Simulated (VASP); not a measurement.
# B (P-6m2) in VASP: notebook, part 3 of 3

VASP 6.6.1.

**5. Relaxation of cell and atoms, PBE**

This run uses another cell than the first one, of 7.32 Å³/atom.

Input file INCAR:

```
SYSTEM = B
  ALGO = Normal
  EDIFF = 1E-7
  EDIFFG = -0.04
  ENCUT = 600
  GGA = PE
  IBRION = 2
  ISIF = 3
  ISMEAR = 0
  LASPH = .True.
  LCHARG = .False.
  LREAL = .False.
  LWAVE = .False.
  NELM = 60
  NSW = 90
  PREC = Accurate
  SIGMA = 0.1
```

Input file KPOINTS:

```
k-points
0
Gamma
  6 6 2
  0 0 0
```

Input file POSCAR:

```
B
1.0
    2.4741264900      0.0000000000      0.0000000000
   -1.2370632500      2.1426563900      0.0000000000
    0.0000000000      0.0000000000      8.2844254800
B
6
Direct
    0.0000000000      0.0000000000      0.0000000000
    0.3333333300      0.6666666700      0.1666666700
    0.6666666700      0.3333333300      0.3333333300
    0.3333333300      0.6666666700      0.5000000000
    0.6666666700      0.3333333300      0.6666666700
    0.3333333300      0.6666666700      0.8333333300
```

Run with:

```sh
$ cat potpaw_PBE.64/B/POTCAR > POTCAR
$ mpirun -np 1 vasp_std > vasp.out
```

Wall time 2.5 min (1 thread of AMD EPYC 9R45 (Zen 5), shared host); peak memory 0.13 GiB.

The run converged. Its results:

* Free energy: -36.6555 eV
* Relaxed volume: 6.41 Å³/atom
* Relaxed cell: a = 2.900 Å, b = 2.900 Å, c = 5.277 Å, α = 90.00°, β = 90.00°, γ = 120.00°
* Space group after relaxing (to 0.1 Å): P-6m2 (No. 187)
* Energy gained by relaxing: 865.4 meV/atom
* Ionic steps: 34
* Pressure after relaxing: 0.2 GPa
* Largest force after relaxing: 0.024 eV/Å
* Band gap on the k mesh: zero (bands 9 and 10 overlap by 3.00 eV)

Forces in eV/Å, atoms in the order of the input:
```
B    0.000  0.000  0.000
B    0.000  0.000 -0.024
B    0.000  0.000 -0.014
B    0.000  0.000  0.000
B    0.000  0.000  0.014
B    0.000  0.000  0.024
```

Stress tensor (GPa, compression positive):
```
 0.39  0.00  0.00
 0.00  0.39  0.00
 0.00  0.00 -0.20
```

The path:
```csv
step,energy change (eV),largest force (eV/Å),pressure (GPa),volume (Å³)
1,0.0000,0.4677,-19.77,43.92
2,-0.3481,0.2909,5.37,38.42
3,-0.3598,0.2955,0.80,39.14
4,-0.3598,0.2958,0.24,39.23
5,-0.3698,0.1137,0.74,39.27
6,-0.3717,0.0216,1.10,39.29
7,-0.3780,0.1108,1.72,39.33
8,-0.3923,0.1993,2.80,39.41
9,-0.4149,0.0839,5.90,39.53
10,-1.2816,1.1769,11.55,39.69
11,-0.1527,20.7233,57.75,39.55
12,-1.5984,0.9517,12.73,39.70
13,-2.3066,2.2869,25.00,39.68
14,-2.0607,7.4026,36.56,39.63
15,-2.3318,3.1449,26.86,39.67
16,-2.3249,3.9638,28.59,39.67
17,-2.4345,3.5542,26.27,39.86
18,-2.7199,2.4421,19.73,40.46
19,-3.1274,0.8337,8.61,41.67
20,-3.4725,1.2175,-9.21,44.12
21,-3.6995,0.8046,-9.69,44.06
22,-4.1582,1.6119,-9.39,43.79
23,-3.1288,9.8708,5.14,42.77
24,-4.2297,2.3015,-8.62,43.67
25,-4.2363,2.6472,-8.16,43.62
26,-4.4750,2.1043,-8.24,42.89
27,-4.8981,2.8117,-3.84,40.59
28,-5.1323,0.5024,-6.09,39.64
29,-5.1579,0.3449,-5.97,39.40
30,-5.1502,0.7887,-4.22,38.94
31,-5.1670,0.3045,-5.29,39.21
32,-5.1875,0.2959,-1.00,38.56
33,-5.1883,0.2967,0.01,38.41
34,-5.1922,0.0241,0.20,38.45
```

Final structure:
```
B
1.0
     2.90044    0.00000    0.00000
    -1.45022    2.51186    0.00000
     0.00000    0.00000    5.27734
B
6
Direct
  0.00000 0.00000 0.00000
  0.33333 0.66667 0.15935
  0.66667 0.33333 0.34323
  0.33333 0.66667 0.50000
  0.66667 0.33333 0.65677
  0.33333 0.66667 0.84065
```

Levels at points of the mesh, in eV from the Fermi level:
| k point | band 7 | band 8 | band 9 | band 10 | band 11 | band 12 |
| --- | --- | --- | --- | --- | --- | --- |
| (0.00, 0.00, 0.00) | -1.69 | -0.69 | -0.69 | 1.82 | 1.82 | 4.36 |
| (0.50, 0.00, 0.00) | -6.64 | -2.20 | -1.08 | -0.39 | 0.92 | 1.22 |
| (0.00, 0.00, 0.50) | -1.73 | -1.73 | 2.03 | 2.03 | 2.48 | 3.92 |
| (0.50, 0.00, 0.50) | -5.65 | -5.11 | -1.54 | -0.97 | 1.88 | 2.65 |

Caveat: the k points lie up to 0.60 Å⁻¹ apart in the final cell, too coarse for converged energies and pressures of a metal; a cell axis changed by over 15 % at a fixed basis, so the end point is rough.

**6. Relaxation of cell and atoms, PBE**

Input file INCAR:

```
SYSTEM = B
  PREC = Accurate
  ENCUT = 600
  EDIFF = 1E-7
  ISMEAR = 0
  SIGMA = 0.1
  LREAL = .FALSE.
  LASPH = .TRUE.
  NELM = 80
  ALGO = Normal
  ISIF = 3
  LWAVE = .FALSE.
  LCHARG = .FALSE.
  GGA = PE
  IBRION = 2
  NSW = 90
  EDIFFG = -0.04
```

Input file KPOINTS:

```
regular mesh
0
G
  6 6 4
  0 0 0
```

Input file POSCAR:

```
B
1.0
    2.9024641822      0.0000000000      0.0000000000
   -1.4512320911      2.5136077154      0.0000000000
    0.0000000000      0.0000000000      5.2756574153
B
6
Direct
    0.0000000000      0.0000000000      0.0000000000
    0.3333333333      0.6666666667      0.1592772788
    0.6666666667      0.3333333333      0.3431174513
    0.3333333333      0.6666666667      0.5000000000
    0.6666666667      0.3333333333      0.6568825487
    0.3333333333      0.6666666667      0.8407227212
```

Potentials or basis: VASP PAW PBE potentials, release 64 (B).

Run with:

```sh
$ cat potpaw_PBE.64/B/POTCAR > POTCAR
$ mpirun -np 1 vasp_std > vasp.out
```

It took 25 s on 1 thread of AMD EPYC 9R45 (Zen 5), shared host; peak memory 0.12 GiB.

The run converged. Its results:

| Item | Value |
| --- | --- |
| Free energy | -36.6678 eV |
| Relaxed volume | 6.41 Å³/atom |
| Relaxed cell | a = 2.890 Å, b = 2.890 Å, c = 5.319 Å, α = 90.00°, β = 90.00°, γ = 120.00° |
| Space group after relaxing (to 0.1 Å) | P-6m2 (No. 187) |
| Energy gained by relaxing | 1.3 meV/atom |
| Ionic steps | 6 |
| Pressure after relaxing | 0.0 GPa |
| Largest force after relaxing | 0.021 eV/Å |
| Band gap on the k mesh | zero (bands 9 and 10 overlap by 3.18 eV) |

Forces on the atoms (eV/Å):
```
B    0.000  0.000  0.000
B    0.000  0.000  0.021
B    0.000  0.000  0.019
B    0.000  0.000  0.000
B    0.000  0.000 -0.019
B    0.000  0.000 -0.021
```

Stress tensor (GPa, compression positive):
```
 0.05  0.00  0.00
 0.00  0.05  0.00
 0.00  0.00 -0.13
```

Step by step:
```
step  energy change (eV)  largest force (eV/Å)  pressure (GPa)  volume (Å³)
   1              0.0000                0.1773            0.34        38.49
   2             -0.0043                0.2010           -0.95        38.56
   3             -0.0065                0.1071           -0.49        38.54
   4             -0.0075                0.0519            0.20        38.44
   5             -0.0075                0.0504            0.28        38.43
   6             -0.0076                0.0215           -0.01        38.47
```

Final structure:
```xyz
6
Lattice="2.8901 0.0000 0.0000 -1.4450 2.5029 0.0000 0.0000 0.0000 5.3186" Properties=species:S:1:pos:R:3 pbc="T T T"
B    -1.4450    2.5029    0.0000
B     0.0000    1.6686    0.8472
B     1.4450    0.8343    1.8316
B     0.0000    1.6686    2.6593
B     1.4450    0.8343    3.4870
B     0.0000    1.6686    4.4714
```

Levels at points of the mesh, in eV from the Fermi level:
```
           k point  band 5  band 6  band 7  band 8  band 9  band 10  band 11  band 12  band 13
(0.00, 0.00, 0.00)   -3.30   -3.30   -1.87   -0.67   -0.67     1.85     1.85     4.39     4.39
(0.50, 0.00, 0.00)   -9.27   -8.20   -6.60   -2.27   -1.07    -0.50     0.84     1.29     5.43
(0.00, 0.00, 0.50)   -2.77   -2.77   -1.69   -1.69    2.10     2.10     2.42     3.90     4.09
(0.50, 0.00, 0.50)   -7.76   -5.86   -5.64   -5.08   -1.71    -1.08     1.93     2.66     3.93
```

Caveat: the k points lie up to 0.42 Å⁻¹ apart in the final cell, too coarse for converged energies and pressures of a metal.

**7. The runs side by side**

```csv
task,cell,k mesh,cutoff (eV),gap on the mesh (eV),pressure (GPa),relaxed volume (Å³/atom),largest force (eV/Å)
single point,"a = 2.902, b = 2.902, c = 5.276 Å, angles 90.0, 90.0, 120.0°, 6 atoms, atomic positions A",6 × 6 × 2,520,none,-0.1,-,0.01
single point,"a = 2.474, b = 2.474, c = 8.284 Å, angles 90.0, 90.0, 120.0°, 6 atoms, atomic positions B",6 × 6 × 2,520,none,-19.7,-,0.47
single point,"a = 2.891, b = 2.891, c = 5.316 Å, angles 90.0, 90.0, 120.0°, 6 atoms, atomic positions A",6 × 6 × 4,520,none,0.0,-,0.02
relaxation of cell and atoms,"relaxed from a = 2.474, b = 2.474, c = 8.284 Å, angles 90.0, 90.0, 120.0°, 6 atoms, atomic positions B",6 × 6 × 2,600,none,0.2,6.41,0.02
relaxation of cell and atoms,"relaxed from a = 2.902, b = 2.902, c = 5.276 Å, angles 90.0, 90.0, 120.0°, 6 atoms, atomic positions A",6 × 6 × 4,600,none,0.0,6.41,0.02
```

Alike in all rows: level PBE; potentials or basis VASP PAW PBE potentials, release 64 (B); no spin polarisation; smearing gaussian 0.1 eV.

Caveats: all runs use coarse meshes; a cell axis changed by over 15 % at a fixed basis, so the end point is rough (at least some runs).

Absolute energies hang on the potentials; compare differences alone.
